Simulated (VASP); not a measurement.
BaTiO3, 5 atoms in the cell. Symmetry: Pm-3m, No. 221, cubic system. Conventional cell: a = 4.006 Å, b = 4.006 Å, c = 4.006 Å, α = 90.00°, β = 90.00°, γ = 90.00°. Within 3.7 Å of Ba (site symmetry m-3m) lie 12 O at 2.83 Å and 8 Ti at 3.47 Å. Ti (site symmetry m-3m) has 6 O at 2.00 Å within 2.7 Å. O (site symmetry 4/mmm) has 2 Ti at 2.00 Å within 2.7 Å. 

| Quantity | Value |
| --- | --- |
| Program | VASP 6.6.1 |
| Task | single point |
| Functional | revPBE |
| Potentials or basis | VASP PAW PBE potentials, release 64 (Ba_sv, Ti_sv, O) |
| Cutoff | 520 eV |
| k mesh | 4 × 4 × 4, shifted |
| Occupations | gaussian, width 0.01 eV |
| Spin | no spin polarisation |
| Dipole correction | no |
| Further INCAR settings | ALGO = Normal; EDIFF = 1e-07; NBANDS = 28 |

Potentials or basis: VASP PAW PBE potentials, release 64 (Ba_sv, Ti_sv, O).

Command:

```console
$ cat potpaw_PBE.64/Ba_sv/POTCAR potpaw_PBE.64/Ti_sv/POTCAR potpaw_PBE.64/O/POTCAR > POTCAR
$ mpirun -np 1 vasp_std > vasp.out
```

Hardware: 1 thread of Intel(R) Xeon(R) Platinum 8259CL CPU @ 2.50GHz (Skylake/Cascade Lake), on a shared host.

Estimate the wall time of this run.

It took 12 s on 1 thread of Intel(R) Xeon(R) Platinum 8259CL CPU @ 2.50GHz (Skylake/Cascade Lake), on a shared host, peak memory 0.17 GiB. Counts: scf iterations 17, k points 4.
